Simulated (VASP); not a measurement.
# NaH (Fm-3m) in VASP: a series of runs

NaH is run at these levels: PBE; tasks: single point.

All numbers are computed with VASP 6.6.1; they aren't measurements. Logs are shortened: lines on timing, memory, paths and dates and some standing lists are left out, and cuts for length are marked.

### 1 The cell of the first run

It takes space group Fm-3m (No. 225, cubic). Conventional cell: a = 4.880 Å, b = 4.880 Å, c = 4.880 Å, α = 90.00°, β = 90.00°, γ = 90.00°. Na (site symmetry m-3m) has 6 H at 2.44 Å within 3.2 Å. Within 3.2 Å of H (site symmetry m-3m) lie 6 Na at 2.44 Å.

### 2 Single point, PBE

Input file INCAR:

```
PREC = Accurate
ENCUT = 500
EDIFF = 1E-6
ISMEAR = 1
SIGMA = 0.01
LREAL = False
LASPH = True
NELM = 120
ALGO = Normal
ISIF = 2
LWAVE = False
LCHARG = True
GGA = PE
LELF = True
LVHAR = True
NBANDS = 11
GGA_COMPAT = False
```

Input file KPOINTS:

```
Automatic mesh
0
Gamma
  5 5 5
```

Input file POSCAR:

```
NaH
1.0
    0.0000000000      2.4400000000      2.4400000000
    2.4400000000      0.0000000000      2.4400000000
    2.4400000000      2.4400000000      0.0000000000
Na H
1 1
Direct
    0.0000000000      0.0000000000      0.0000000000
    0.5000000000      0.5000000000      0.5000000000
```

Potentials or basis: VASP PAW PBE potentials, release 64 (Na_pv, H).

Run with:

```bash
$ cat potpaw_PBE.64/Na_pv/POTCAR potpaw_PBE.64/H/POTCAR > POTCAR
$ mpirun -np 1 vasp_std > vasp.out
```

OUTCAR:

```text
PREC = Accurate
   ENCUT = 500
   EDIFF = 1E-6
   ISMEAR = 1
   LREAL = False
   LASPH = True
   NELM = 120
   ISIF = 2
   GGA = PE

 ion  position               nearest neighbor table
   1  0.000  0.000  0.000-
   2  0.500  0.500  0.500-

  LATTYP: Found a face centered cubic cell.
 ALAT       =     4.8800000000

  Lattice vectors:

 A1 = (   0.0000000000,   2.4400000000,   2.4400000000)
 A2 = (   2.4400000000,   0.0000000000,   2.4400000000)
 A3 = (   2.4400000000,   2.4400000000,   0.0000000000)

Analysis of symmetry for initial positions (statically):
=====================================================================
 Subroutine PRICEL returns:
 Original cell was already a primitive cell.

 Routine SETGRP: Setting up the symmetry group for a
 face centered cubic supercell.

 Subroutine GETGRP returns: Found 48 space group operations
 (whereof 48 operations were pure point group operations)
 out of a pool of 48 trial point group operations.

The static configuration has the point symmetry O_h .

Analysis of symmetry for dynamics (positions and initial velocities):
=====================================================================
 Subroutine PRICEL returns:
 Original cell was already a primitive cell.

 Routine SETGRP: Setting up the symmetry group for a
 face centered cubic supercell.

 Subroutine GETGRP returns: Found 48 space group operations
 (whereof 48 operations were pure point group operations)
 out of a pool of 48 trial point group operations.

The dynamic configuration has the point symmetry O_h .

 Subroutine INISYM returns: Found 48 space group operations
 (whereof 48 operations are pure point group operations),
 and found     1 'primitive' translations

----------------------------------------------------------------------------------------

                                     Primitive cell

  volume of cell :      29.0536

  direct lattice vectors                    reciprocal lattice vectors
     0.000000000  2.440000000  2.440000000    -0.204918033  0.204918033  0.204918033
     2.440000000  0.000000000  2.440000000     0.204918033 -0.204918033  0.204918033
     2.440000000  2.440000000  0.000000000     0.204918033  0.204918033 -0.204918033

  length of vectors
     3.450681092  3.450681092  3.450681092     0.354928444  0.354928444  0.354928444

  position of ions in fractional coordinates (direct lattice)
     0.000000000  0.000000000  0.000000000
     0.500000000  0.500000000  0.500000000

  ion indices of the primitive-cell ions
   primitive index   ion index
                 1           1
                 2           2

----------------------------------------------------------------------------------------

 KPOINTS: Automatic mesh

Automatic generation of k-mesh.
 Grid dimensions read from file:
 generate k-points for:    5    5    5

 Generating k-lattice:

  Cartesian coordinates                     Fractional coordinates (reciprocal lattice)
    -0.040983607  0.040983607  0.040983607     0.200000000  0.000000000  0.000000000
     0.040983607 -0.040983607  0.040983607     0.000000000  0.200000000  0.000000000
     0.040983607  0.040983607 -0.040983607     0.000000000  0.000000000  0.200000000

  Length of vectors
     0.070985689  0.070985689  0.070985689

  Shift w.r.t. Gamma in fractional coordinates (k-lattice)
     0.000000000  0.000000000  0.000000000

 Subroutine IBZKPT returns following result:
 ===========================================

 Found     10 irreducible k-points:

 Following reciprocal coordinates:
            Coordinates               Weight
  0.000000  0.000000  0.000000      1.000000
  0.200000  0.000000  0.000000      8.000000
  0.400000  0.000000  0.000000      8.000000
  0.200000  0.200000  0.000000      6.000000
  0.400000  0.200000  0.000000     24.000000
 -0.400000  0.200000  0.000000     24.000000
 -0.200000  0.200000  0.000000     12.000000
  0.400000  0.400000  0.000000      6.000000
 -0.400000  0.400000  0.000000     12.000000
 -0.400000  0.400000  0.200000     24.000000
   k-points           NKPTS =     10   k-points in BZ     NKDIM =     10   number of bands    NBANDS=     11
   number of dos      NEDOS =    301   number of ions     NIONS =      2
   total plane-waves  NPLWV =  21952
   dimension x,y,z NGX =    28 NGY =   28 NGZ =   28
   dimension x,y,z NGXF=    56 NGYF=   56 NGZF=   56
   ions per type =               1   1
   NGX,Y,Z   is equivalent  to a cutoff of  13.49, 13.49, 13.49 a.u.
   NGXF,Y,Z  is equivalent  to a cutoff of  26.98, 26.98, 26.98 a.u.
 SYSTEM =  unknown system
   PREC   = accura    normal or accurate (medium, high low for compatibility)
   ISTART =      0    job   : 0-new  1-cont  2-samecut
   ICHARG =      2    charge: 1-file 2-atom 10-const
   ISPIN  =      1    spin polarized calculation?
   LNONCOLLINEAR =      F non collinear calculations
   LSORBIT =      F    spin-orbit coupling
   LASPH  =      T    aspherical Exc in radial PAW
   ENCUT  =  500.0 eV  36.75 Ry    6.06 a.u.   6.29  6.29  6.29*2*pi/ulx,y,z
   NELM   =    120;   NELMIN=  2; NELMDL= -5     # of ELM steps
   EDIFF  = 0.1E-05   stopping-criterion for ELM
   LREAL  =      F    real-space projection
   EDIFFG = 0.1E-04   stopping-criterion for IOM
   NSW    =      0    number of steps for IOM
   IBRION =     -1    ionic relax: 0-MD 1-quasi-New 2-CG
   NFREE  =      0    steps in history (QN), initial steepest desc. (CG)
   ISIF   =      2    stress and relaxation
   ISYM   =      2    0-nonsym 1-usesym 2-fastsym
   POTIM  = 0.5000    time-step for ionic-motion
   TEBEG  =    0.0;   TEEND  =   0.0 temperature during run
   PSTRESS=    0.0 pullay stress
   NELECT =       8.0000    total number of electrons
   NUPDOWN=      -1.0000    fix difference up-down
   EMIN   =  10.00;   EMAX   =-10.00  energy-range for DOS
   EFERMI =   0.00;   METHOD = LEGACY
   ISMEAR =     1;   SIGMA  =   0.01  broadening in eV -4-tet -1-fermi 0-gaus
   EFERMI_NEDOS =   21; number of points for ismear=-14 and -15
   IALGO  =     38    algorithm
   IMIX   =      4    mixing-type and parameters
     AMIX     =   0.40;   BMIX     =  1.00
     AMIX_MAG =   1.60;   BMIX_MAG =  1.00
  volume/ion in A,a.u.               =      14.53        98.03
  Fermi-wavevector in a.u.,A,eV,Ry     =   1.065054  2.012660 15.433636  1.134340
  Thomas-Fermi vector in A             =   2.200593
   LORBIT       =      0    0 simple, 1 ext, 2 COOP (PROOUT), +10 PAW based schemes
   GGA     = PE    functional components
   LHFCALC =     F    Hartree Fock is set to
   AEXX    =    0.0000 exact exchange contribution
   IVDW    =     0    specifies the selected vdW correction
   LEPSILON=     F    determine dielectric tensor
   LRPA    =     F    only Hartree local field effects (RPA)
 non-spin polarized calculation
 Methfessel and Paxton  Order N= 1 SIGMA  =   0.01
  energy-cutoff  :      500.00
  volume of cell :       29.05
 maximum number of plane-waves:       750
 NGX is ok and might be reduce to    28
   NGX = 13   NGY = 13   NGZ = 13

 number of electron       8.0000008 magnetization

 Free energy of the ion-electron system (eV)
  ---------------------------------------------------
  ext. energy  EPLUGINS =         0.00000000
  ---------------------------------------------------
  free energy    TOTEN  =        -5.08579043 eV

  energy without entropy =       -5.08579043  energy(sigma->0) =       -5.08579043

 E-fermi :  -1.2483     XC(G=0):  -7.6723

 val. band max:       -1.3035881438   @ k =  -0.4000   0.4000   0.0000
 cond. band min:       3.2370290610   @ k =   0.4000   0.0000   0.0000
 fundamental gap:      4.5406172048
 Fermi energy:        -1.2482667798

 k-point     1 :       0.0000    0.0000    0.0000
  band No.  band energies     occupation
      1     -23.3599      2.00000
      2     -23.3599      2.00000
      3     -23.3599      2.00000
      4      -4.7405      2.00000
      5       8.9587      0.00000
      6      14.1800      0.00000
      7      14.1800      0.00000
      8      14.1800      0.00000
      9      14.9679      0.00000
     10      14.9679      0.00000
     11      14.9679      0.00000

 k-point     2 :       0.2000    0.0000    0.0000
  band No.  band energies     occupation
      1     -23.3894      2.00000
      2     -23.3634      2.00000
      3     -23.3634      2.00000
      4      -4.0831      2.00000
      5       6.8642      0.00000
      6      10.5507      0.00000
      7      12.8601      0.00000
      8      12.8601      0.00000
      9      16.2181      0.00000
     10      16.2181      0.00000
     11      16.8346      0.00000

 k-point     3 :       0.4000    0.0000    0.0000
  band No.  band energies     occupation
      1     -23.4363      2.00000
      2     -23.3692      2.00000
      3     -23.3692      2.00000
      4      -2.4914      2.00000
      5       3.2370      0.00000
      6       9.4798      0.00000
      7      12.0906      0.00000
      8      12.0906      0.00000
      9      15.0487      0.00000
     10      15.0487      0.00000
     11      17.4392      0.00000

 k-point     4 :       0.2000    0.2000    0.0000
  band No.  band energies     occupation
      1     -23.3880      2.00000
      2     -23.3698      2.00000
      3     -23.3698      2.00000
      4      -3.8767      2.00000
      5       6.9186      0.00000
      6      10.9539      0.00000
      7      11.1300      0.00000
      8      11.1300      0.00000
      9      14.3229      0.00000
     10      17.3057      0.00000
     11      19.9017      0.00000
[... 43 lines left out ...]
 k-point     8 :       0.4000    0.4000    0.0000
  band No.  band energies     occupation
      1     -23.4290      2.00000
      2     -23.3860      2.00000
      3     -23.3860      2.00000
      4      -1.8968      2.00000
      5       3.9981      0.00000
      6       8.9690      0.00000
      7       9.4895      0.00000
      8       9.4895      0.00000
      9      10.7727      0.00000
     10      20.9314      0.00000
     11      22.8934      0.00000

 k-point     9 :      -0.4000    0.4000    0.0000
  band No.  band energies     occupation
      1     -23.4266      2.00000
      2     -23.4016      2.00000
      3     -23.3846      2.00000
      4      -1.3036      2.00000
      5       3.8130      0.00000
      6       5.6606      0.00000
      7       9.6643      0.00000
      8      10.0922      0.00000
      9      14.0863      0.00000
     10      20.7037      0.00000
     11      21.7609      0.00000

 k-point    10 :      -0.4000    0.4000    0.2000
  band No.  band energies     occupation
      1     -23.4213      2.00000
      2     -23.4015      2.00000
      3     -23.3839      2.00000
      4      -1.5385      2.00000
      5       4.2055      0.00000
      6       5.5840      0.00000
      7       8.0488      0.00000
      8      14.2587      0.00000
      9      14.8295      0.00000
     10      16.4779      0.00000
     11      20.2533      0.00000

------------------------ aborting loop because EDIFF is reached ----------------------------------------

  FORCE on cell =-STRESS in cart. coord.  units (eV):
  Direction    XX          YY          ZZ          XY          YZ          ZX
  --------------------------------------------------------------------------------------
  -------------------------------------------------------------------------------------
  Total       -0.1302201     -0.1302201     -0.1302201     -0.0000000      0.0000000     -0.0000000
  in kB       -7.1810714     -7.1810714     -7.1810714     -0.0000000      0.0000000     -0.0000000
  external PRESSURE =      -7.1810714 kB  Pullay stress =       0.0000000 kB

 VOLUME and BASIS-vectors are now :
 -----------------------------------------------------------------------------
  energy-cutoff  :      500.00
  volume of cell :       29.05
      direct lattice vectors                 reciprocal lattice vectors
     0.000000000  2.440000000  2.440000000    -0.204918033  0.204918033  0.204918033
     2.440000000  0.000000000  2.440000000     0.204918033 -0.204918033  0.204918033
     2.440000000  2.440000000  0.000000000     0.204918033  0.204918033 -0.204918033

 POSITION                                       TOTAL-FORCE (eV/Angst)
 -----------------------------------------------------------------------------------
      0.00000      0.00000      0.00000         0.000000     -0.000000     -0.000000
      2.44000      2.44000      2.44000        -0.000000      0.000000      0.000000
 -----------------------------------------------------------------------------------
    total drift:                               -0.000000     -0.000000      0.000000

  FREE ENERGIE OF THE ION-ELECTRON SYSTEM (eV)
  ---------------------------------------------------
  free  energy   TOTEN  =        -5.0857904258 eV

  energy  without entropy=       -5.0857904258  energy(sigma->0) =       -5.08579043
```

Run time: 11 s. Hardware: 1 thread of Intel Xeon 8259CL, shared host; peak memory 0.15 GiB.

Results:

* Free energy: -5.0858 eV
* Pressure: -0.7 GPa
* Band gap on the k mesh: 4.54 eV (least direct gap 5.03 eV)

Levels at points of the mesh, in eV from the valence-band top:
```csv
k point,band 1,band 2,band 3,band 4,band 5,band 6,band 7,band 8,band 9
"(0.00, 0.00, 0.00)",-22.06,-22.06,-22.06,-3.44,10.26,15.48,15.48,15.48,16.27
```

Caveat: the k points lie up to 0.45 Å⁻¹ apart; an odd mesh through Γ misses points on the zone boundary, where band edges can lie.

### 3 Single point, PBE

Input file INCAR:

```
SYSTEM = NaH
PREC = Accurate
ENCUT = 500
EDIFF = 1E-6
ISMEAR = 1
SIGMA = 0.01
LREAL = .FALSE.
LASPH = .TRUE.
NELM = 120
ALGO = Normal
ISIF = 2
LWAVE = .FALSE.
LCHARG = .FALSE.
GGA = PE
NBANDS = 11
GGA_COMPAT = .FALSE.
```

Input file KPOINTS:

```
Automatic mesh
0
G
  5 5 5
  0 0 0
```

Input file POSCAR:

```
NaH
1.0
    0.0000000000      2.4389696622      2.4389696622
    2.4389696622      0.0000000000      2.4389696622
    2.4389696622      2.4389696622      0.0000000000
Na H
1 1
Direct
    0.0000000000      0.0000000000      0.0000000000
    0.5000000000      0.5000000000      0.5000000000
```

Potentials or basis: VASP PAW PBE potentials, release 64 (Na_pv, H).

Run with:

```bash
$ cat potpaw_PBE.64/Na_pv/POTCAR potpaw_PBE.64/H/POTCAR > POTCAR
$ mpirun -np 1 vasp_std > vasp.out
```

OUTCAR:

```text
SYSTEM = NaH
   PREC = Accurate
   ENCUT = 500
   EDIFF = 1E-6
   ISMEAR = 1
   LREAL = .FALSE.
   LASPH = .TRUE.
   NELM = 120
   ISIF = 2
   GGA = PE

 ion  position               nearest neighbor table
   1  0.000  0.000  0.000-
   2  0.500  0.500  0.500-

  LATTYP: Found a face centered cubic cell.
 ALAT       =     4.8779393244

  Lattice vectors:

 A1 = (   0.0000000000,   2.4389696622,   2.4389696622)
 A2 = (   2.4389696622,   0.0000000000,   2.4389696622)
 A3 = (   2.4389696622,   2.4389696622,   0.0000000000)

Analysis of symmetry for initial positions (statically):
=====================================================================
 Subroutine PRICEL returns:
 Original cell was already a primitive cell.

 Routine SETGRP: Setting up the symmetry group for a
 face centered cubic supercell.

 Subroutine GETGRP returns: Found 48 space group operations
 (whereof 48 operations were pure point group operations)
 out of a pool of 48 trial point group operations.

The static configuration has the point symmetry O_h .

[... 154 lines left out ...]
  band No.  band energies     occupation
      1     -23.3537      2.00000
      2     -23.3537      2.00000
      3     -23.3537      2.00000
      4      -4.7401      2.00000
      5       8.9734      0.00000
      6      14.1931      0.00000
      7      14.1931      0.00000
      8      14.1931      0.00000
      9      14.9841      0.00000
     10      14.9841      0.00000
     11      14.9841      0.00000
[... 113 lines left out ...]
 k-point    10 :      -0.4000    0.4000    0.2000
  band No.  band energies     occupation
      1     -23.4154      2.00000
      2     -23.3955      2.00000
      3     -23.3779      2.00000
      4      -1.5350      2.00000
      5       4.2128      0.00000
      6       5.5916      0.00000
      7       8.0603      0.00000
      8      14.2765      0.00000
      9      14.8440      0.00000
     10      16.4950      0.00000
     11      20.2737      0.00000

------------------------ aborting loop because EDIFF is reached ----------------------------------------

  FORCE on cell =-STRESS in cart. coord.  units (eV):
  Direction    XX          YY          ZZ          XY          YZ          ZX
  --------------------------------------------------------------------------------------
  -------------------------------------------------------------------------------------
  Total       -0.1260003     -0.1260003     -0.1260003      0.0000000     -0.0000000      0.0000000
  in kB       -6.9571748     -6.9571748     -6.9571748      0.0000000     -0.0000000      0.0000000
  external PRESSURE =      -6.9571748 kB  Pullay stress =       0.0000000 kB

 VOLUME and BASIS-vectors are now :
 -----------------------------------------------------------------------------
  energy-cutoff  :      500.00
  volume of cell :       29.02
      direct lattice vectors                 reciprocal lattice vectors
     0.000000000  2.438969662  2.438969662    -0.205004600  0.205004600  0.205004600
     2.438969662  0.000000000  2.438969662     0.205004600 -0.205004600  0.205004600
     2.438969662  2.438969662  0.000000000     0.205004600  0.205004600 -0.205004600

 POSITION                                       TOTAL-FORCE (eV/Angst)
 -----------------------------------------------------------------------------------
      0.00000      0.00000      0.00000         0.000000      0.000000     -0.000000
      2.43897      2.43897      2.43897        -0.000000     -0.000000      0.000000
 -----------------------------------------------------------------------------------
    total drift:                               -0.000000     -0.000000     -0.000000

  FREE ENERGIE OF THE ION-ELECTRON SYSTEM (eV)
  ---------------------------------------------------
  free  energy   TOTEN  =        -5.0858319424 eV

  energy  without entropy=       -5.0858319424  energy(sigma->0) =       -5.08583194
```

stdout:

```text
POSCAR found type information on POSCAR NaH
 POSCAR found :  2 types and       2 ions
 scaLAPACK will be used
 LDA part: xc-table for (Slater+PW92), standard interpolation
 POSCAR, INCAR and KPOINTS ok, starting setup
 FFT: planning ... GRIDC
 FFT: planning ... GRID_SOFT
 FFT: planning ... GRID
 WAVECAR not read
 entering main loop
```

Run time: 11 s. Hardware: 1 thread of Intel Xeon 8259CL, shared host; peak memory 0.14 GiB.

Results:

```
Free energy            : -5.0858 eV
Pressure               : -0.7 GPa
Band gap on the k mesh : 4.54 eV (least direct gap 5.03 eV)
```

Caveat: the k points lie up to 0.45 Å⁻¹ apart; an odd mesh through Γ misses points on the zone boundary, where band edges can lie.

(Part 1 of 2 ends here.)
